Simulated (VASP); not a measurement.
# As (Cmce) in VASP: notebook

The runs below take As through single point, with LDA, PBEsol.

All numbers are computed with VASP 6.6.1; they aren't measurements. Logs are shortened: lines on timing, memory, paths and dates and some standing lists are left out, and cuts for length are marked.

## 1. The cell of the first run

It takes space group Cmce (No. 64, orthorhombic). The conventional cell has a = 3.674 Å, b = 11.073 Å, c = 4.500 Å, α = 90.00°, β = 90.00°, γ = 90.00°. As (site symmetry m) has 5 As at 2.50 to 3.34 Å within 3.4 Å.

## 2. Single point, LDA (22.88 Å³/atom)

File INCAR:

```
SYSTEM = As
ALGO = Normal
EDIFF = 1E-6
ENCUT = 520
ISIF = 2
ISMEAR = -1
LASPH = .True.
LCHARG = .False.
LREAL = .False.
LWAVE = .False.
NBANDS = 18
NELM = 60
PREC = Accurate
SIGMA = 0.05
```

File KPOINTS:

```
k-points
0
Gamma
  8 8 6
  0 0 0
```

File POSCAR:

```
As
1.0
    1.8370864449     -5.5364249026      0.0000000000
    1.8370864449      5.5364249026      0.0000000000
    0.0000000000      0.0000000000      4.4996035117
As
4
Direct
    0.3900000000      0.6100000000      0.5600000000
    0.8900000000      0.1100000000      0.9400000000
    0.6100000000      0.3900000000      0.4400000000
    0.1100000000      0.8900000000      0.0600000000
```

Potentials or basis: VASP PAW LDA potentials, release 64 (As).

Run with:

```sh
$ cat potpaw_LDA.64/As/POTCAR > POTCAR
$ mpirun -np 1 vasp_std > vasp.out
```

OUTCAR:

```text
SYSTEM = As
   EDIFF = 1E-6
   ENCUT = 520
   ISIF = 2
   ISMEAR = -1
   LASPH = .True.
   LREAL = .False.
   NELM = 60
   PREC = Accurate

 ion  position               nearest neighbor table
   1  0.390  0.610  0.560-   3 2.50   2 2.51   2 2.51
   2  0.890  0.110  0.940-   4 2.50   1 2.51   1 2.51
   3  0.610  0.390  0.440-   1 2.50   4 2.51   4 2.51
   4  0.110  0.890  0.060-   2 2.50   3 2.51   3 2.51

  LATTYP: Found a base centered orthorhombic cell.
 ALAT       =     3.6741728898
 B/A-ratio  =     3.0136986302
 C/A-ratio  =     1.2246575343

  Lattice vectors:

 A1 = (   1.8370864449,  -5.5364249026,   0.0000000000)
 A2 = (   1.8370864449,   5.5364249026,   0.0000000000)
 A3 = (   0.0000000000,   0.0000000000,   4.4996035117)

Analysis of symmetry for initial positions (statically):
=====================================================================
 Subroutine PRICEL returns:
 Original cell was already a primitive cell.

 Routine SETGRP: Setting up the symmetry group for a
 base centered orthorhombic supercell.

 Subroutine GETGRP returns: Found  8 space group operations
 (whereof  4 operations were pure point group operations)
 out of a pool of  8 trial point group operations.

The static configuration has the point symmetry C_2h.
 The point group associated with its full space group is D_2h.

Analysis of symmetry for dynamics (positions and initial velocities):
=====================================================================
 Subroutine PRICEL returns:
 Original cell was already a primitive cell.

 Routine SETGRP: Setting up the symmetry group for a
 base centered orthorhombic supercell.

 Subroutine GETGRP returns: Found  8 space group operations
 (whereof  4 operations were pure point group operations)
 out of a pool of  8 trial point group operations.

The dynamic configuration has the point symmetry C_2h.
 The point group associated with its full space group is D_2h.

 Subroutine INISYM returns: Found  8 space group operations
 (whereof  4 operations are pure point group operations),
 and found     1 'primitive' translations

----------------------------------------------------------------------------------------

                                     Primitive cell

  volume of cell :      91.5300

  direct lattice vectors                    reciprocal lattice vectors
     1.837086445 -5.536424903  0.000000000     0.272170099 -0.090310987  0.000000000
     1.837086445  5.536424903  0.000000000     0.272170099  0.090310987  0.000000000
     0.000000000  0.000000000  4.499603512     0.000000000  0.000000000  0.222241804

  length of vectors
     5.833257007  5.833257007  4.499603512     0.286762336  0.286762336  0.222241804

  position of ions in fractional coordinates (direct lattice)
     0.390000000  0.610000000  0.560000000
     0.890000000  0.110000000  0.940000000
     0.610000000  0.390000000  0.440000000
     0.110000000  0.890000000  0.060000000

  ion indices of the primitive-cell ions
   primitive index   ion index
                 1           1
                 2           2
                 3           3
                 4           4

----------------------------------------------------------------------------------------

 KPOINTS: k-points

Automatic generation of k-mesh.
 Grid dimensions read from file:
 generate k-points for:    8    8    6

 Generating k-lattice:

  Cartesian coordinates                     Fractional coordinates (reciprocal lattice)
     0.034021262 -0.011288873  0.000000000     0.125000000 -0.000000000  0.000000000
     0.034021262  0.011288873  0.000000000    -0.000000000  0.125000000  0.000000000
     0.000000000  0.000000000  0.037040301     0.000000000  0.000000000  0.166666667

  Length of vectors
     0.035845292  0.035845292  0.037040301

  Shift w.r.t. Gamma in fractional coordinates (k-lattice)
     0.000000000  0.000000000  0.000000000

 Subroutine IBZKPT returns following result:
 ===========================================

 Found     84 irreducible k-points:

 Following reciprocal coordinates:
            Coordinates               Weight
  0.000000  0.000000  0.000000      1.000000
  0.125000  0.000000  0.000000      4.000000
  0.250000  0.000000  0.000000      4.000000
  0.375000  0.000000  0.000000      4.000000
  0.500000  0.000000  0.000000      2.000000
  0.125000  0.125000  0.000000      2.000000
[... 16 lines left out ...]
  0.125000  0.000000  0.166667      8.000000
  0.250000  0.000000  0.166667      8.000000
 [... further k-points ...]
   k-points           NKPTS =     84   k-points in BZ     NKDIM =     84   number of bands    NBANDS=     18
   number of dos      NEDOS =    301   number of ions     NIONS =      4
   total plane-waves  NPLWV =  82944
   dimension x,y,z NGX =    48 NGY =   48 NGZ =   36
   dimension x,y,z NGXF=    96 NGYF=   96 NGZF=   72
   ions per type =               4
   NGX,Y,Z   is equivalent  to a cutoff of  13.68, 13.68, 13.30 a.u.
   NGXF,Y,Z  is equivalent  to a cutoff of  27.36, 27.36, 26.60 a.u.
 SYSTEM =  As
   PREC   = accura    normal or accurate (medium, high low for compatibility)
   ISTART =      0    job   : 0-new  1-cont  2-samecut
   ICHARG =      2    charge: 1-file 2-atom 10-const
   ISPIN  =      1    spin polarized calculation?
   LNONCOLLINEAR =      F non collinear calculations
   LSORBIT =      F    spin-orbit coupling
   LASPH  =      T    aspherical Exc in radial PAW
   ENCUT  =  520.0 eV  38.22 Ry    6.18 a.u.  10.85 10.85  8.37*2*pi/ulx,y,z
   NELM   =     60;   NELMIN=  2; NELMDL= -5     # of ELM steps
   EDIFF  = 0.1E-05   stopping-criterion for ELM
   LREAL  =      F    real-space projection
   EDIFFG = 0.1E-04   stopping-criterion for IOM
   NSW    =      0    number of steps for IOM
   IBRION =     -1    ionic relax: 0-MD 1-quasi-New 2-CG
   NFREE  =      0    steps in history (QN), initial steepest desc. (CG)
   ISIF   =      2    stress and relaxation
   ISYM   =      2    0-nonsym 1-usesym 2-fastsym
   POTIM  = 0.5000    time-step for ionic-motion
   TEBEG  =    0.0;   TEEND  =   0.0 temperature during run
   PSTRESS=    0.0 pullay stress
   NELECT =      20.0000    total number of electrons
   NUPDOWN=      -1.0000    fix difference up-down
   EMIN   =  10.00;   EMAX   =-10.00  energy-range for DOS
   EFERMI =   0.00;   METHOD = LEGACY
   ISMEAR =    -1;   SIGMA  =   0.05  broadening in eV -4-tet -1-fermi 0-gaus
   EFERMI_NEDOS =   21; number of points for ismear=-14 and -15
   IALGO  =     38    algorithm
   IMIX   =      4    mixing-type and parameters
     AMIX     =   0.40;   BMIX     =  1.00
     AMIX_MAG =   1.60;   BMIX_MAG =  1.00
  volume/ion in A,a.u.               =      22.88       154.42
  Fermi-wavevector in a.u.,A,eV,Ry     =   0.986046  1.863356 13.228758  0.972286
  Thomas-Fermi vector in A             =   2.117398
   LORBIT       =      0    0 simple, 1 ext, 2 COOP (PROOUT), +10 PAW based schemes
   GGA     = CA    functional components
   LHFCALC =     F    Hartree Fock is set to
   AEXX    =    0.0000 exact exchange contribution
   IVDW    =     0    specifies the selected vdW correction
   LEPSILON=     F    determine dielectric tensor
   LRPA    =     F    only Hartree local field effects (RPA)
 non-spin polarized calculation
  energy-cutoff  :      520.00
  volume of cell :       91.53
 maximum number of plane-waves:      2482
 NGX is ok and might be reduce to    48
   NGX = 21   NGY = 21   NGZ = 17

 number of electron      20.0000000 magnetization

 Free energy of the ion-electron system (eV)
  ---------------------------------------------------
  ext. energy  EPLUGINS =         0.00000000
  ---------------------------------------------------
  free energy    TOTEN  =       -21.30060595 eV

  energy without entropy =      -21.29764594  energy(sigma->0) =      -21.29912595

 E-fermi :   4.5487     XC(G=0):  -9.8795

 val. band max:        4.5413610520   @ k =   0.5000   0.5000   0.3333
 cond. band min:       4.5769006858   @ k =   0.5000   0.3750   0.0000
 fundamental gap:      0.0355396339
 Fermi energy:         4.5486564988

 k-point     1 :       0.0000    0.0000    0.0000
  band No.  band energies     occupation
      1     -10.0505      2.00000
      2      -7.3603      2.00000
      3      -4.8230      2.00000
      4      -1.5819      2.00000
      5      -1.3458      2.00000
      6       0.3667      2.00000
[... 10 lines left out ...]
     17      11.5947      0.00000
     18      11.6489      0.00000

 k-point     2 :       0.1250    0.0000    0.0000
  band No.  band energies     occupation
      1      -9.8894      2.00000
      2      -7.2331      2.00000
      3      -4.9952      2.00000
      4      -1.9989      2.00000
      5      -1.1593      2.00000
      6       0.5314      2.00000
[... 10 lines left out ...]
     17      10.5107      0.00000
     18      11.5312      0.00000

 k-point     3 :       0.2500    0.0000    0.0000
  band No.  band energies     occupation
      1      -9.4128      2.00000
      2      -6.8506      2.00000
      3      -5.5772      2.00000
      4      -3.0324      2.00000
      5      -0.6174      2.00000
      6       0.5983      2.00000
[... 10 lines left out ...]
     17      10.7218      0.00000
     18      11.4655      0.00000

 k-point     4 :       0.3750    0.0000    0.0000
  band No.  band energies     occupation
      1      -8.6460      2.00000
      2      -6.5452      2.00000
      3      -6.2127      2.00000
      4      -4.2346      2.00000
      5       0.2006      2.00000
      6       0.6471      2.00000
[... 375 lines left out ...]
      4      -2.2752      2.00000
      5      -1.0633      2.00000
      6       0.9370      2.00000
[... 10 lines left out ...]
     17      11.0917      0.00000
     18      12.0136      0.00000

 k-point    23 :       0.1250    0.0000    0.1667
  band No.  band energies     occupation
      1      -9.7337      2.00000
      2      -7.3554      2.00000
      3      -5.1082      2.00000
      4      -2.4959      2.00000
      5      -0.9044      2.00000
      6       0.4328      2.00000
[... 10 lines left out ...]
     17      11.1389      0.00000
     18      11.8741      0.00000

 k-point    24 :       0.2500    0.0000    0.1667
  band No.  band energies     occupation
      1      -9.2642      2.00000
      2      -7.0002      2.00000
      3      -5.5019      2.00000
      4      -3.2284      2.00000
      5      -0.5429      2.00000
      6      -0.0667      2.00000
[... 10 lines left out ...]
     17      10.7718      0.00000
     18      11.9598      0.00000

 [... further k-points ...]
[... 5 lines left out ...]
  --------------------------------------------------------------------------------------
  -------------------------------------------------------------------------------------
  Total       -1.2040418     -1.4820149     -2.0695023      0.0000000     -0.0000000      0.0000000
  in kB      -21.0760348    -25.9417878    -36.2254045      0.0000000     -0.0000000      0.0000000
  external PRESSURE =     -27.7477423 kB  Pullay stress =       0.0000000 kB

 VOLUME and BASIS-vectors are now :
 -----------------------------------------------------------------------------
  energy-cutoff  :      520.00
  volume of cell :       91.53
      direct lattice vectors                 reciprocal lattice vectors
     1.837086445 -5.536424903  0.000000000     0.272170099 -0.090310987  0.000000000
     1.837086445  5.536424903  0.000000000     0.272170099  0.090310987  0.000000000
     0.000000000  0.000000000  4.499603512     0.000000000  0.000000000  0.222241804

 POSITION                                       TOTAL-FORCE (eV/Angst)
 -----------------------------------------------------------------------------------
      1.83709      1.21801      2.51978         0.000000     -0.088660      0.236508
      1.83709     -4.31841      4.22963         0.000000     -0.088660     -0.236508
      1.83709     -1.21801      1.97983         0.000000      0.088660     -0.236508
      1.83709      4.31841      0.26998         0.000000      0.088660      0.236508
 -----------------------------------------------------------------------------------
    total drift:                               -0.000000      0.000000     -0.000000

  FREE ENERGIE OF THE ION-ELECTRON SYSTEM (eV)
  ---------------------------------------------------
  free  energy   TOTEN  =       -21.3006059548 eV

  energy  without entropy=      -21.2976459437  energy(sigma->0) =      -21.29912595
```

Run time: 2.8 min. Hardware: 1 thread of Intel Xeon 8259CL, shared host; peak memory 0.28 GiB.

Results:

```yaml
Free_energy: -21.3006 eV
Pressure: -2.8 GPa
Largest_force: 0.253 eV/Å
```

Forces on the atoms (eV/Å):
```
As   0.000 -0.089  0.237
As   0.000 -0.089 -0.237
As   0.000  0.089 -0.237
As   0.000  0.089  0.237
```

Stress tensor (GPa, compression positive):
```
-2.11  0.00  0.00
 0.00 -2.59  0.00
 0.00  0.00 -3.62
```

[end of part 1 of 2]
